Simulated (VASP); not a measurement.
# Cr (Im-3m) in VASP: notebook

Runs on Cr. Level: PBE. Tasks: single point.

All numbers are computed with VASP 6.6.1; they aren't measurements. Logs are shortened: lines on timing, memory, paths and dates and some standing lists are left out, and cuts for length are marked.

## (1) The cell of the first run

Symmetry: Im-3m, No. 229, cubic system. Conventional cell: a = 2.884 Å, b = 2.884 Å, c = 2.884 Å, α = 90.00°, β = 90.00°, γ = 90.00°. Within 3.3 Å of Cr (site symmetry m-3m) lie 14 Cr at 2.50 to 2.88 Å.

## (2) Single point, PBE, collinear spin, ferromagnetic start

Input file INCAR:

```
SYSTEM = Cr
PREC = Accurate
ENCUT = 520
EDIFF = 1E-7
ISMEAR = 1
SIGMA = 0.1
LREAL = .False.
LASPH = .True.
NELM = 150
ALGO = Normal
ISIF = 2
LWAVE = .False.
LCHARG = .False.
ISPIN = 2
MAGMOM = 2.12
LORBIT = 11
NUPDOWN = 2.2
LMAXMIX = 4
GGA = PE
NBANDS = 16
```

Input file KPOINTS:

```
Automatic mesh
0
Gamma
  13 13 13
  0 0 0
```

Input file POSCAR:

```
Cr
1.0
   -1.4419500000      1.4419500000      1.4419500000
    1.4419500000     -1.4419500000      1.4419500000
    1.4419500000      1.4419500000     -1.4419500000
Cr
1
Direct
    0.0000000000      0.0000000000      0.0000000000
```

Potentials or basis: VASP PAW PBE potentials, release 64 (Cr_pv).

On the command line:

```
cat potpaw_PBE.64/Cr_pv/POTCAR > POTCAR
mpirun -np 1 vasp_std > vasp.out
```

OUTCAR:

```text
SYSTEM = Cr
   PREC = Accurate
   ENCUT = 520
   EDIFF = 1E-7
   ISMEAR = 1
   LREAL = .False.
   LASPH = .True.
   NELM = 150
   ISIF = 2
   ISPIN = 2
   LORBIT = 11
   NUPDOWN = 2.2
   GGA = PE

 ion  position               nearest neighbor table
   1  0.000  0.000  0.000-

  LATTYP: Found a body centered cubic cell.
 ALAT       =     2.8839000000

  Lattice vectors:

 A1 = (  -1.4419500000,   1.4419500000,   1.4419500000)
 A2 = (   1.4419500000,  -1.4419500000,   1.4419500000)
 A3 = (   1.4419500000,   1.4419500000,  -1.4419500000)

Analysis of symmetry for initial positions (statically):
=====================================================================
 Subroutine PRICEL returns:
 Original cell was already a primitive cell.

 Routine SETGRP: Setting up the symmetry group for a
 body centered cubic supercell.

 Subroutine GETGRP returns: Found 48 space group operations
 (whereof 48 operations were pure point group operations)
 out of a pool of 48 trial point group operations.

The static configuration has the point symmetry O_h .

Analysis of symmetry for dynamics (positions and initial velocities):
=====================================================================
 Subroutine PRICEL returns:
 Original cell was already a primitive cell.

 Routine SETGRP: Setting up the symmetry group for a
 body centered cubic supercell.

 Subroutine GETGRP returns: Found 48 space group operations
 (whereof 48 operations were pure point group operations)
 out of a pool of 48 trial point group operations.

The dynamic configuration has the point symmetry O_h .

Analysis of structural, dynamic, and magnetic symmetry:
=====================================================================
 Subroutine PRICEL returns:
 Original cell was already a primitive cell.

 Routine SETGRP: Setting up the symmetry group for a
 body centered cubic supercell.

 Subroutine GETGRP returns: Found 48 space group operations
 (whereof 48 operations were pure point group operations)
 out of a pool of 48 trial point group operations.

The overall configuration has the point symmetry O_h .

 Subroutine INISYM returns: Found 48 space group operations
 (whereof 48 operations are pure point group operations),
 and found     1 'primitive' translations

----------------------------------------------------------------------------------------

[... 97 lines left out ...]
   ISYM   =      2    0-nonsym 1-usesym 2-fastsym
   POTIM  = 0.5000    time-step for ionic-motion
   TEBEG  =    0.0;   TEEND  =   0.0 temperature during run
   PSTRESS=    0.0 pullay stress
   NELECT =      12.0000    total number of electrons
   NUPDOWN=       2.2000    fix difference up-down
   EMIN   =  10.00;   EMAX   =-10.00  energy-range for DOS
   EFERMI =   0.00;   METHOD = LEGACY
   ISMEAR =     1;   SIGMA  =   0.10  broadening in eV -4-tet -1-fermi 0-gaus
   EFERMI_NEDOS =   21; number of points for ismear=-14 and -15
   IALGO  =     38    algorithm
   IMIX   =      4    mixing-type and parameters
     AMIX     =   0.40;   BMIX     =  1.00
     AMIX_MAG =   1.60;   BMIX_MAG =  1.00
  volume/ion in A,a.u.               =      11.99        80.93
  Fermi-wavevector in a.u.,A,eV,Ry     =   1.637439  3.094310 36.480015  2.681205
  Thomas-Fermi vector in A             =   2.728578
   LORBIT       =     11    0 simple, 1 ext, 2 COOP (PROOUT), +10 PAW based schemes
   GGA     = PE    functional components
   LHFCALC =     F    Hartree Fock is set to
   AEXX    =    0.0000 exact exchange contribution
   IVDW    =     0    specifies the selected vdW correction
   LEPSILON=     F    determine dielectric tensor
   LRPA    =     F    only Hartree local field effects (RPA)
 spin polarized calculation
 Methfessel and Paxton  Order N= 1 SIGMA  =   0.10
  energy-cutoff  :      520.00
  volume of cell :       11.99
 maximum number of plane-waves:       336
   NGX =  9   NGY =  9   NGZ =  9

 number of electron      11.9999992 magnetization       2.2000098

 Free energy of the ion-electron system (eV)
  ---------------------------------------------------
  ext. energy  EPLUGINS =         0.00000000
  ---------------------------------------------------
  free energy    TOTEN  =        -8.36940417 eV

  energy without entropy =       -8.37001577  energy(sigma->0) =       -8.36960804

 E-fermi :   9.9587     XC(G=0): -13.3595

 val. band max:       11.3484590945   @ k =   0.3077   0.3077   0.0000
 cond. band min:       9.9652061112   @ k =   0.3077   0.2308   0.0769
 fundamental gap:     -1.3832529832
 Fermi energy:        11.3749905809

 spin component 1

 k-point     1 :       0.0000    0.0000    0.0000
  band No.  band energies     occupation
      1     -32.5519      1.00000
      2     -32.5519      1.00000
      3     -32.5519      1.00000
      4       2.3029      1.00000
      5       9.1848      1.00000
      6       9.1848      1.00000
[... 435 lines left out ...]
      5       8.0305      1.00000
      6       8.4666      1.00000
[... 8 lines left out ...]
     15      40.7978      0.00000
     16      41.6451      0.00000

 [... further k-points ...]

 spin component 2

 k-point     1 :       0.0000    0.0000    0.0000
  band No.  band energies     occupation
      1     -30.5553      1.00000
      2     -30.5553      1.00000
      3     -30.5553      1.00000
      4       3.2687      1.00000
      5      11.1323     -0.00000
      6      11.1323     -0.00000
[... 435 lines left out ...]
      5       9.8375      1.03543
      6      10.0615     -0.02784
[... 8 lines left out ...]
     15      42.0481      0.00000
     16      42.5546      0.00000

 [... further k-points ...]
[... 5 lines left out ...]
  --------------------------------------------------------------------------------------
  -------------------------------------------------------------------------------------
  Total        1.7808067      1.7808067      1.7808067      0.0000000      0.0000000     -0.0000000
  in kB      237.9122307    237.9122307    237.9122307      0.0000000      0.0000000     -0.0000000
  external PRESSURE =     237.9122307 kB  Pullay stress =       0.0000000 kB

 VOLUME and BASIS-vectors are now :
 -----------------------------------------------------------------------------
  energy-cutoff  :      520.00
  volume of cell :       11.99
      direct lattice vectors                 reciprocal lattice vectors
    -1.441950000  1.441950000  1.441950000     0.000000000  0.346752661  0.346752661
     1.441950000 -1.441950000  1.441950000     0.346752661  0.000000000  0.346752661
     1.441950000  1.441950000 -1.441950000     0.346752661  0.346752661  0.000000000

 POSITION                                       TOTAL-FORCE (eV/Angst)
 -----------------------------------------------------------------------------------
      0.00000      0.00000      0.00000         0.000000      0.000000      0.000000
 -----------------------------------------------------------------------------------
    total drift:                                0.000000     -0.000000      0.000000

  FREE ENERGIE OF THE ION-ELECTRON SYSTEM (eV)
  ---------------------------------------------------
  free  energy   TOTEN  =        -8.3694041687 eV

  energy  without entropy=       -8.3700157697  energy(sigma->0) =       -8.36960804

 total charge

# of ion       s       p       d       tot
------------------------------------------
    1        0.424   6.345   4.246  11.015

 magnetization (x)

# of ion       s       p       d       tot
------------------------------------------
    1        0.007   0.097   1.940   2.044
```

Run time: 16 s. Hardware: 1 thread of Intel Xeon 6975P-C (Granite Rapids), shared host; peak memory 0.14 GiB.

What came out:

```
Free energy                                           : -8.3694 eV
Pressure                                              : 23.8 GPa
Net moment                                            : 2.20 μB per cell
Site moments                                          : Cr +2.04 μB
Valence electrons inside the program's atomic spheres : Cr 11.02
```

Caveat: the total moment is fixed, so each spin has its own Fermi level.

## (3) Single point, PBE, collinear spin, ferromagnetic start

Input file INCAR:

```
ALGO = Normal
EDIFF = 1E-6
ENCUT = 520
GGA = PE
ISIF = 2
ISMEAR = 1
ISPIN = 2
LASPH = T
LCHARG = F
LMAXMIX = 4
LORBIT = 11
LREAL = F
LWAVE = F
MAGMOM = 2.79
NBANDS = 16
NELM = 150
NUPDOWN = 2.9
PREC = Accurate
SIGMA = 0.1
```

Input file KPOINTS:

```
k-points
0
Gamma
  13 13 13
```

POSCAR is that of step 2.

Potentials or basis: VASP PAW PBE potentials, release 64 (Cr_pv).

On the command line:

```
cat potpaw_PBE.64/Cr_pv/POTCAR > POTCAR
mpirun -np 1 vasp_std > vasp.out
```

OUTCAR:

```text
EDIFF = 1E-6
   ENCUT = 520
   GGA = PE
   ISIF = 2
   ISMEAR = 1
   ISPIN = 2
   LASPH = T
   LORBIT = 11
   LREAL = F
   NELM = 150
   NUPDOWN = 2.9
   PREC = Accurate

 ion  position               nearest neighbor table
   1  0.000  0.000  0.000-

  LATTYP: Found a body centered cubic cell.
 ALAT       =     2.8839000000

  Lattice vectors:

[... 1112 lines left out ...]
     15      42.3805      0.00000
     16      42.7568      0.00000

 [... further k-points ...]
[... 5 lines left out ...]
  --------------------------------------------------------------------------------------
  -------------------------------------------------------------------------------------
  Total        3.3123857      3.3123857      3.3123857      0.0000000      0.0000000      0.0000000
  in kB      442.5281387    442.5281387    442.5281387      0.0000000      0.0000000      0.0000000
  external PRESSURE =     442.5281387 kB  Pullay stress =       0.0000000 kB

 VOLUME and BASIS-vectors are now :
 -----------------------------------------------------------------------------
  energy-cutoff  :      520.00
  volume of cell :       11.99
      direct lattice vectors                 reciprocal lattice vectors
    -1.441950000  1.441950000  1.441950000     0.000000000  0.346752661  0.346752661
     1.441950000 -1.441950000  1.441950000     0.346752661  0.000000000  0.346752661
     1.441950000  1.441950000 -1.441950000     0.346752661  0.346752661  0.000000000

 POSITION                                       TOTAL-FORCE (eV/Angst)
 -----------------------------------------------------------------------------------
      0.00000      0.00000      0.00000        -0.000000     -0.000000      0.000000
 -----------------------------------------------------------------------------------
    total drift:                                0.000000     -0.000000      0.000000

  FREE ENERGIE OF THE ION-ELECTRON SYSTEM (eV)
  ---------------------------------------------------
  free  energy   TOTEN  =        -7.8419072840 eV

  energy  without entropy=       -7.8403154293  energy(sigma->0) =       -7.84137667

 total charge

# of ion       s       p       d       tot
------------------------------------------
    1        0.425   6.339   4.268  11.031

 magnetization (x)

# of ion       s       p       d       tot
------------------------------------------
    1        0.007   0.118   2.573   2.698
```

It took 14 s on 1 thread of Intel Xeon 6975P-C (Granite Rapids), shared host; peak memory 0.14 GiB.

Results:

- Free energy: -7.8419 eV
- Pressure: 44.3 GPa
- Net moment: 2.90 μB per cell
- Site moments: Cr +2.70 μB
- Valence electrons inside the program's atomic spheres: Cr 11.03

Caveat: the total moment is fixed, so each spin has its own Fermi level.

[end of part 1 of 2]
